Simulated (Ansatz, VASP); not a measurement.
Two plane-wave programs on LiB2

```xyz
3
Lattice="2.8406 0.0000 0.0000 -1.4203 2.4601 0.0000 0.0000 0.0000 4.4779" Properties=species:S:1:pos:R:3 pbc="T T T"
Li    0.0000    0.0000    0.0000
B     1.4203    0.8200    3.2463
B     1.4203    0.8200    1.2316
```

Alike in both runs: task relaxation of cell and atoms; functional PBE; k mesh 6 × 6 × 4; occupations gaussian, width 0.1 eV; no spin polarisation.

|  | VASP | Ansatz |
| --- | --- | --- |
| version | VASP 6.6.1 | Ansatz 0.2.0 |
| potentials or method | VASP PAW PBE potentials, release 64 (Li_sv, B), cutoff 600 eV | scalar-relativistic, plane waves, PAW |
| valence electrons in the cell | 9 | 9 |

Ansatz gave:

| Quantity | Value |
| --- | --- |
| gap on the k mesh at the Fermi level, each at its own relaxed structure (eV) | none |
| relaxed volume (Å³/atom) | 7.86 |
| relaxed cell length with the largest relative difference (Å) | 2.268 |

Problem. Estimate VASP's values.

Solution. gap on the k mesh at the Fermi level, each at its own relaxed structure (eV): none; relaxed volume (Å³/atom): 7.82; relaxed cell length with the largest relative difference (Å): 2.264.

A gap of «none» marks a metal or a gap that the smearing closes.

The k mesh is coarse, so the values compare programs but aren't converged. Noted on VASP's run: the cutoff is short for stress, so the pressure is rough; the volume moved by over 15 % at a fixed basis, so the end points are rough.
